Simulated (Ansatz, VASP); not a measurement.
# Two plane-wave programs on GaSb2

The input INCAR:

```
PREC = Accurate ; ENCUT = 520
EDIFF = 1E-7 ; ISMEAR = 0
SIGMA = 0.1 ; LREAL = F
LASPH = T ; NELM = 80
ALGO = Normal ; ISIF = 2
LWAVE = F ; LCHARG = F
GGA = PE ; NBANDS = 18
```

The input KPOINTS:

```
Automatic mesh
0
Gamma
  6 6 2
```

Contents of POSCAR:

```
GaSb2
1.0
    3.3334311900      0.0000000000      0.0000000000
   -1.6667155900      2.8868360900      0.0000000000
    0.0000000000      0.0000000000      8.4271885400
Ga Sb
1 2
Direct
    0.0000000000      0.0000000000      0.5000000000
    0.0000000000      0.0000000000      0.8352927100
    0.0000000000      0.0000000000      0.1647072900
```

Input for Ansatz:

```yaml
crystal:
  lattice:
    - [3.33343119, 0.0, 0.0]
    - [-1.66671559, 2.88683609, 0.0]
    - [0.0, 0.0, 8.42718854]
  atoms:
    - { symbol: Ga, position: [0.0, 0.0, 0.5] }
    - { symbol: Sb, position: [0.0, 0.0, 0.83529271] }
    - { symbol: Sb, position: [0.0, 0.0, 0.16470729] }
basis:
  ecutwfc: 420
kpoints:
  mp_grid: { grid: [6, 6, 2] }
hamiltonian:
  xc: pbe
scf:
  occupations: { method: gaussian, width: 0.1 }
  lower_state_search: "off"
output:
  forces: true
  stress: true
  eigenvalues: true
```

Alike in both runs: task single point; functional PBE; k mesh 6 × 6 × 2; occupations gaussian, width 0.1 eV; no spin polarisation.

```csv
,VASP,Ansatz
version,VASP 6.6.1,Ansatz 0.2.0
potentials or method,"VASP PAW PBE potentials, release 64 (Ga_d, Sb), cutoff 520 eV","scalar-relativistic, plane waves, PAW"
valence electrons in the cell,23,43
```

VASP gave:

```
gap on the k mesh at the Fermi level (eV)                     : none
pressure (GPa)                                                : 0.2
traceless stress, the component that is largest in VASP (GPa) : 10.91
rms of the force components (eV/Å)                            : 0.645
```

Question: What did Ansatz give for the same quantities?

Answer: gap on the k mesh at the Fermi level (eV): none; pressure (GPa): 0.2; traceless stress, the component that is largest in VASP (GPa): 10.76; rms of the force components (eV/Å): 0.629.

Atom by atom the forces differ by 0.016 eV/Å (rms over components). A gap of «none» marks a metal or a gap that the smearing closes. VASP's potentials hold 23 valence electrons a cell and Ansatz's 43, so a difference there can come from the potentials and not from the codes.

The k mesh is coarse, so the values compare programs but aren't converged. Spin-orbit coupling is off throughout.
